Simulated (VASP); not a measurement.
# Ta (Im-3m) in VASP: further runs

The runs below take Ta through single point, with PBEsol.

Everything below comes from runs of VASP 6.6.1. Logs are shortened: lines on timing, memory, paths and dates and some standing lists are left out, and cuts for length are marked.

## 1. The cell of the first run

The structure is cubic, space group Im-3m (No. 229). Conventional cell: a = 3.046 Å, b = 3.046 Å, c = 3.046 Å, α = 90.00°, β = 90.00°, γ = 90.00°. Within 3.5 Å of Ta (site symmetry m-3m) lie 14 Ta at 2.64 to 3.05 Å.

## 2. Single point, PBEsol (volume scaled by 0.8)

Contents of INCAR:

```
SYSTEM = Ta
  PREC = Accurate
  ENCUT = 520
  EDIFF = 1E-6
  ISMEAR = -1
  SIGMA = 0.05
  LREAL = .FALSE.
  LASPH = .TRUE.
  NELM = 60
  ALGO = Normal
  ISIF = 2
  LWAVE = .FALSE.
  LCHARG = .FALSE.
  GGA = PS
  NBANDS = 12
```

Contents of KPOINTS:

```
regular mesh
0
G
  18 18 18
  0 0 0
```

Contents of POSCAR:

```
Ta
1.0
   -1.5227598748      1.5227598748      1.5227598748
    1.5227598748     -1.5227598748      1.5227598748
    1.5227598748      1.5227598748     -1.5227598748
Ta
1
Direct
    0.0000000000      0.0000000000      0.0000000000
```

Potentials or basis: VASP PAW PBE potentials, release 64 (Ta_pv).

Command:

```sh
$ cat potpaw_PBE.64/Ta_pv/POTCAR > POTCAR
$ mpirun -np 1 vasp_std > vasp.out
```

OUTCAR:

```text
SYSTEM = Ta
   PREC = Accurate
   ENCUT = 520
   EDIFF = 1E-6
   ISMEAR = -1
   LREAL = .FALSE.
   LASPH = .TRUE.
   NELM = 60
   ISIF = 2
   GGA = PS

 ion  position               nearest neighbor table
   1  0.000  0.000  0.000-

  LATTYP: Found a body centered cubic cell.
 ALAT       =     3.0455197496

  Lattice vectors:

 A1 = (  -1.5227598748,   1.5227598748,   1.5227598748)
 A2 = (   1.5227598748,  -1.5227598748,   1.5227598748)
 A3 = (   1.5227598748,   1.5227598748,  -1.5227598748)

Analysis of symmetry for initial positions (statically):
=====================================================================
 Subroutine PRICEL returns:
 Original cell was already a primitive cell.

 Routine SETGRP: Setting up the symmetry group for a
 body centered cubic supercell.

 Subroutine GETGRP returns: Found 48 space group operations
 (whereof 48 operations were pure point group operations)
 out of a pool of 48 trial point group operations.

The static configuration has the point symmetry O_h .

Analysis of symmetry for dynamics (positions and initial velocities):
=====================================================================
 Subroutine PRICEL returns:
 Original cell was already a primitive cell.

 Routine SETGRP: Setting up the symmetry group for a
 body centered cubic supercell.

 Subroutine GETGRP returns: Found 48 space group operations
 (whereof 48 operations were pure point group operations)
 out of a pool of 48 trial point group operations.

The dynamic configuration has the point symmetry O_h .

 Subroutine INISYM returns: Found 48 space group operations
 (whereof 48 operations are pure point group operations),
 and found     1 'primitive' translations

----------------------------------------------------------------------------------------

                                     Primitive cell

  volume of cell :      14.1239

  direct lattice vectors                    reciprocal lattice vectors
    -1.522759875  1.522759875  1.522759875     0.000000000  0.328351179  0.328351179
     1.522759875 -1.522759875  1.522759875     0.328351179  0.000000000  0.328351179
     1.522759875  1.522759875 -1.522759875     0.328351179  0.328351179  0.000000000

  length of vectors
     2.637497471  2.637497471  2.637497471     0.464358690  0.464358690  0.464358690

[... 77 lines left out ...]
   NELM   =     60;   NELMIN=  2; NELMDL= -5     # of ELM steps
   EDIFF  = 0.1E-05   stopping-criterion for ELM
   LREAL  =      F    real-space projection
   EDIFFG = 0.1E-04   stopping-criterion for IOM
   NSW    =      0    number of steps for IOM
   IBRION =     -1    ionic relax: 0-MD 1-quasi-New 2-CG
   NFREE  =      0    steps in history (QN), initial steepest desc. (CG)
   ISIF   =      2    stress and relaxation
   ISYM   =      2    0-nonsym 1-usesym 2-fastsym
   POTIM  = 0.5000    time-step for ionic-motion
   TEBEG  =    0.0;   TEEND  =   0.0 temperature during run
   PSTRESS=    0.0 pullay stress
   NELECT =      11.0000    total number of electrons
   NUPDOWN=      -1.0000    fix difference up-down
   EMIN   =  10.00;   EMAX   =-10.00  energy-range for DOS
   EFERMI =   0.00;   METHOD = LEGACY
   ISMEAR =    -1;   SIGMA  =   0.05  broadening in eV -4-tet -1-fermi 0-gaus
   EFERMI_NEDOS =   21; number of points for ismear=-14 and -15
   IALGO  =     38    algorithm
   IMIX   =      4    mixing-type and parameters
     AMIX     =   0.40;   BMIX     =  1.00
     AMIX_MAG =   1.60;   BMIX_MAG =  1.00
  volume/ion in A,a.u.               =      14.12        95.31
  Fermi-wavevector in a.u.,A,eV,Ry     =   1.506217  2.846338 30.867410  2.268691
  Thomas-Fermi vector in A             =   2.616964
   LORBIT       =      0    0 simple, 1 ext, 2 COOP (PROOUT), +10 PAW based schemes
   GGA     = PS    functional components
   LHFCALC =     F    Hartree Fock is set to
   AEXX    =    0.0000 exact exchange contribution
   IVDW    =     0    specifies the selected vdW correction
   LEPSILON=     F    determine dielectric tensor
   LRPA    =     F    only Hartree local field effects (RPA)
 non-spin polarized calculation
  energy-cutoff  :      520.00
  volume of cell :       14.12
 maximum number of plane-waves:       394
   NGX =  9   NGY =  9   NGZ =  9

 number of electron      10.9999997 magnetization

 Free energy of the ion-electron system (eV)
  ---------------------------------------------------
  ext. energy  EPLUGINS =         0.00000000
  ---------------------------------------------------
  free energy    TOTEN  =       -11.89025863 eV

  energy without entropy =      -11.88178659  energy(sigma->0) =      -11.88602261

 E-fermi :   7.4638     XC(G=0): -14.0255

 val. band max:        7.4451093734   @ k =   0.2778   0.0556   0.0556
 cond. band min:       7.4688810781   @ k =  -0.3889   0.3889   0.1111
 fundamental gap:      0.0237717047
 Fermi energy:         7.4638495268

 k-point     1 :       0.0000    0.0000    0.0000
  band No.  band energies     occupation
      1     -24.5657      2.00000
      2     -24.5657      2.00000
      3     -24.5657      2.00000
      4      -1.2937      2.00000
      5       8.0890      0.00001
      6       8.0890      0.00001
      7       8.0890      0.00001
      8      12.2961      0.00000
      9      12.2961      0.00000
     10      22.9188      0.00000
     11      23.6738      0.00000
     12      23.6738      0.00000
[... 331 lines left out ...]
 k-point    24 :       0.3889    0.1111    0.0000
  band No.  band energies     occupation
      1     -26.9306      2.00000
      2     -25.4290      2.00000
      3     -24.7121      2.00000
      4       2.4198      2.00000
      5       5.2292      2.00000
      6       9.0998      0.00000
      7      12.1875      0.00000
      8      14.0389      0.00000
      9      18.0089      0.00000
     10      21.9227      0.00000
     11      22.7983      0.00000
     12      23.5257      0.00000

 [... further k-points ...]
[... 5 lines left out ...]
  --------------------------------------------------------------------------------------
  -------------------------------------------------------------------------------------
  Total        6.3363854      6.3363854      6.3363854      0.0000000     -0.0000000      0.0000000
  in kB      718.7831711    718.7831711    718.7831711      0.0000000     -0.0000000      0.0000000
  external PRESSURE =     718.7831711 kB  Pullay stress =       0.0000000 kB

 VOLUME and BASIS-vectors are now :
 -----------------------------------------------------------------------------
  energy-cutoff  :      520.00
  volume of cell :       14.12
      direct lattice vectors                 reciprocal lattice vectors
    -1.522759875  1.522759875  1.522759875     0.000000000  0.328351179  0.328351179
     1.522759875 -1.522759875  1.522759875     0.328351179  0.000000000  0.328351179
     1.522759875  1.522759875 -1.522759875     0.328351179  0.328351179  0.000000000

 POSITION                                       TOTAL-FORCE (eV/Angst)
 -----------------------------------------------------------------------------------
      0.00000      0.00000      0.00000         0.000000      0.000000      0.000000
 -----------------------------------------------------------------------------------
    total drift:                                0.000000      0.000000      0.000000

  FREE ENERGIE OF THE ION-ELECTRON SYSTEM (eV)
  ---------------------------------------------------
  free  energy   TOTEN  =       -11.8902586348 eV

  energy  without entropy=      -11.8817865941  energy(sigma->0) =      -11.88602261
```

OSZICAR:

```text
N       E                     dE             d eps       ncg     rms          rms(c)
DAV:   1     0.612831291430E+02    0.61283E+02   -0.61619E+03  4708   0.916E+02
DAV:   2    -0.113463418285E+02   -0.72629E+02   -0.70487E+02  5168   0.255E+02
DAV:   3    -0.122558103326E+02   -0.90947E+00   -0.90446E+00  5464   0.268E+01
DAV:   4    -0.122574173858E+02   -0.16071E-02   -0.16070E-02  5080   0.124E+00
DAV:   5    -0.122574206203E+02   -0.32345E-05   -0.32353E-05  5348   0.532E-02    0.212E+01
DAV:   6    -0.119924521175E+02    0.26497E+00   -0.16588E-01  5308   0.447E+00    0.113E+01
DAV:   7    -0.118918990892E+02    0.10055E+00   -0.17102E-01  5328   0.438E+00    0.455E-01
DAV:   8    -0.118902644894E+02    0.16346E-02   -0.35392E-03  4948   0.690E-01    0.787E-02
DAV:   9    -0.118902598269E+02    0.46625E-05   -0.31691E-05  5344   0.655E-02    0.249E-02
DAV:  10    -0.118902587262E+02    0.11007E-05   -0.16647E-06  4528   0.150E-02    0.323E-03
DAV:  11    -0.118902586348E+02    0.91410E-07   -0.39169E-08  2528   0.230E-03
   1 F= -.11890259E+02 E0= -.11886023E+02  d E =-.847204E-02
```

It took 11 s on 1 thread of Intel Xeon 6975P-C (Granite Rapids), shared host; peak memory 0.14 GiB.

Results:

| Item | Value |
| --- | --- |
| Free energy | -11.8903 eV |
| Pressure | 71.9 GPa |

Caveat: the PAW data sets were made with another functional, which shifts forces and pressure a little; spin-orbit coupling is left out, which moves the levels of the heavy elements.

## 3. Single point, PBEsol (volume scaled by 0.88)

Contents of INCAR:

```
PREC     = Accurate       # precision mode
ENCUT    = 520            # plane-wave cutoff, eV
EDIFF    = 1E-6           # SCF threshold, eV
ISMEAR   = -1             # smearing method
SIGMA    = 0.05           # smearing width, eV
LREAL    = F              # projectors in reciprocal space
LASPH    = T              # aspherical terms in the spheres
NELM     = 80             # most SCF steps
ALGO     = Normal         # electronic algorithm
ISIF     = 2              # what is computed and relaxed
LWAVE    = F              # write WAVECAR
LCHARG   = F              # write CHGCAR
GGA      = PS             # functional
NBANDS   = 12             # bands
```

Contents of KPOINTS:

```
Automatic mesh
0
Gamma
  18 18 18
```

Contents of POSCAR:

```
Ta
1.0
   -1.5719147394      1.5719147394      1.5719147394
    1.5719147394     -1.5719147394      1.5719147394
    1.5719147394      1.5719147394     -1.5719147394
Ta
1
Direct
    0.0000000000      0.0000000000      0.0000000000
```

Potentials or basis: VASP PAW PBE potentials, release 64 (Ta_pv).

Command:

```sh
$ cat potpaw_PBE.64/Ta_pv/POTCAR > POTCAR
$ mpirun -np 1 vasp_std > vasp.out
```

It took 11 s on 1 thread of Intel Xeon 6975P-C (Granite Rapids), shared host; peak memory 0.15 GiB.

Results (log left out):

```
Free energy : -12.3487 eV
Pressure    : 34.6 GPa
```

Levels at points of the mesh, in eV from the Fermi level:
| k point | band 1 | band 2 | band 3 | band 4 | band 5 | band 6 | band 7 | band 8 | band 9 | band 10 |
| --- | --- | --- | --- | --- | --- | --- | --- | --- | --- | --- |
| (0.00, 0.00, 0.00) | -32.40 | -32.40 | -32.40 | -8.44 | 0.71 | 0.71 | 0.71 | 4.53 | 4.53 | 15.19 |
| (0.50, 0.00, 0.00) | -34.29 | -33.00 | -32.42 | -5.09 | -2.03 | 2.46 | 4.54 | 5.75 | 9.39 | 12.69 |
| (0.50, 0.50, 0.50) | -33.69 | -33.69 | -33.69 | -4.77 | -4.77 | 8.15 | 8.15 | 8.15 | 10.18 | 10.18 |

Caveat: the PAW data sets were made with another functional, which shifts forces and pressure a little; spin-orbit coupling is left out, which moves the levels of the heavy elements.
